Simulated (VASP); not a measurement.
PtPb:

```
Pt Pb
1.0
     3.86164    0.00000    0.00000
    -1.93082    3.34428    0.00000
     0.00000    0.00000    7.28304
Pt Pb
2 2
Direct
  0.33333 0.66667 0.25000
  0.66667 0.33333 0.75000
  0.00000 0.00000 0.00000
  0.00000 0.00000 0.50000
```

| Quantity | Value |
| --- | --- |
| Program | VASP 6.6.1 |
| Task | relaxation of cell and atoms |
| Functional | PBEsol |
| Potentials or basis | VASP PAW PBE potentials, release 64 (Pt, Pb_d) |
| Cutoff | 600 eV |
| k mesh | 12 × 12 × 6 |
| Occupations | gaussian, width 0.1 eV |
| Spin | no spin polarisation |

At the start: pressure -5.0 GPa; volume 23.51 Å³/atom.

Task: Where does the relaxation end?

Result: Over 12 steps the energy falls by 23.1 meV/atom and the volume is 22.07 Å³/atom (-6.2 %); space group P6_3/mmc (No. 194, to 0.1 Å) before and after.

Step by step:
```csv
step,energy change (eV),largest force (eV/Å),pressure (GPa),volume (Å³)
1,0.0000,0.0000,-5.00,94.06
2,-0.0129,0.0000,5.74,84.42
3,-0.0879,0.0000,-0.09,88.81
4,-0.0879,0.0000,0.05,88.71
5,-0.0894,0.0000,0.05,88.62
6,-0.0917,0.0000,0.07,88.39
7,-0.0917,0.0000,0.14,87.91
8,-0.0923,0.0000,0.14,88.13
9,-0.0923,0.0000,0.11,88.18
10,-0.0923,0.0000,0.13,88.17
11,-0.0920,0.0000,-0.34,88.57
12,-0.0924,0.0000,0.00,88.27
```

Final structure:
```
Pt Pb
1.0
     3.74660    0.00000    0.00000
    -1.87330    3.24465    0.00000
     0.00000    0.00000    7.26098
Pt Pb
2 2
Direct
  0.33333 0.66667 0.25000
  0.66667 0.33333 0.75000
  0.00000 0.00000 0.00000
  0.00000 0.00000 0.50000
```

Caveat: the PAW data sets were made with another functional, which shifts forces and pressure a little.
